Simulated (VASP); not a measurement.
Wanted: the native input for a VASP 6.6.1 run.

| Quantity | Value |
| --- | --- |
| Task | relaxation of cell and atoms |
| Functional | PBE |
| Potentials or basis | VASP PAW PBE potentials, release 64 (Pr_3, Hg), 4f in core |
| Cutoff | 500 eV |
| k mesh | 12 × 12 × 4 |
| Occupations | gaussian, width 0.1 eV |
| Spin | no spin polarisation |
| Dipole correction | no |
| Further INCAR settings | ALGO = Normal; EDIFF = 1e-07; IBRION = 2; EDIFFG = -0.01; NSW = 100; ISIF = 3 |

The structure of Pr4Hg lies in POSCAR:

```
Pr4Hg
1.0
    3.7884108637      0.0000000000      0.0000000000
   -1.8942054318      3.2808600479      0.0000000000
    0.0000000000      0.0000000000     13.6979921810
Pr Hg
4 1
Direct
    0.3333333333      0.6666666667      0.8218614155
    0.3333333333      0.6666666667      0.3932184424
    0.6666666667      0.3333333333      0.1781385845
    0.6666666667      0.3333333333      0.6067815576
    0.0000000000      0.0000000000      0.0000000000
```

The cell was generated, and may not be a known phase.

The input as run:

INCAR

```
SYSTEM = Pr4Hg
PREC = Accurate
ENCUT = 500
EDIFF = 1E-7
ISMEAR = 0
SIGMA = 0.1
LREAL = .FALSE.
LASPH = .TRUE.
NELM = 200
ALGO = Normal
ISIF = 3
LWAVE = .FALSE.
LCHARG = .FALSE.
GGA = PE
IBRION = 2
NSW = 100
EDIFFG = -0.01
GGA_COMPAT = .FALSE.
NELMIN = 4
LMAXMIX = 6
```

KPOINTS

```
Automatic mesh
0
G
  12 12 4
  0 0 0
```

Potentials or basis: VASP PAW PBE potentials, release 64 (Pr_3, Hg), 4f in core.

The run is started by

```sh
$ cat potpaw_PBE.64/Pr_3/POTCAR potpaw_PBE.64/Hg/POTCAR > POTCAR
$ mpirun -np 1 vasp_std > vasp.out
```

It gave:

```
Relaxed volume                        : 34.53 Å³/atom
Relaxed cell                          : a = 3.772 Å, b = 3.772 Å, c = 14.008 Å, α = 90.00°, β = 90.00°, γ = 120.00°
Space group after relaxing (to 0.1 Å) : P-3m1 (No. 164)
Energy gained by relaxing             : 3.8 meV/atom
Ionic steps                           : 12
Pressure after relaxing               : 0.0 GPa
Largest force after relaxing          : 0.007 eV/Å
Band gap on the k mesh                : zero (bands 28 and 29 overlap by 1.39 eV)
```

Caveat: spin-orbit coupling is left out, which moves the levels of the heavy elements; the 4f electrons are frozen in the core, so they carry no moment and show no levels.

It took 29 min on 1 thread of AMD EPYC 9R45 (Zen 5), on a shared host, peak memory 0.48 GiB.
